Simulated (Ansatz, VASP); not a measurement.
# One calculation of Ga2Si3, two programs

```
CELL_PARAMETERS angstrom
1.83711 1.06066 7.51463
-1.83711 1.06066 7.51463
0.00000 -2.12132 7.51463
ATOMIC_POSITIONS crystal
Ga 0.39763 0.39763 0.39763
Ga 0.60237 0.60237 0.60237
Si 0.00000 0.00000 0.00000
Si 0.19154 0.19154 0.19154
Si 0.80846 0.80846 0.80846
```

Alike in both runs: functional r2SCAN; k mesh 12 × 12 × 12; occupations gaussian, width 0.1 eV; no spin polarisation.

Ansatz relaxed the structure, and its values are those at the end. VASP's run is a single point on that final structure, the one shown.

```csv
,VASP,Ansatz
version,VASP 6.6.1,Ansatz 0.2.0
potentials or method,"VASP PAW PBE potentials, release 64 (Ga_d, Si), cutoff 520 eV","scalar-relativistic, plane waves, PAW"
valence electrons in the cell,38,38
```

VASP gave:

| Property | Result |
| --- | --- |
| gap on the k mesh at the Fermi level (eV) | none |
| pressure (GPa) | -0.1 |
| rms of the force components (eV/Å) | 0.008 |

Question: What did Ansatz give for the same quantities?

Answer: gap on the k mesh at the Fermi level (eV): none; pressure (GPa): 0.0; rms of the force components (eV/Å): 0.001.

VASP's potentials were made for PBE, not for r2SCAN. A gap of «none» marks a metal or a gap that the smearing closes.
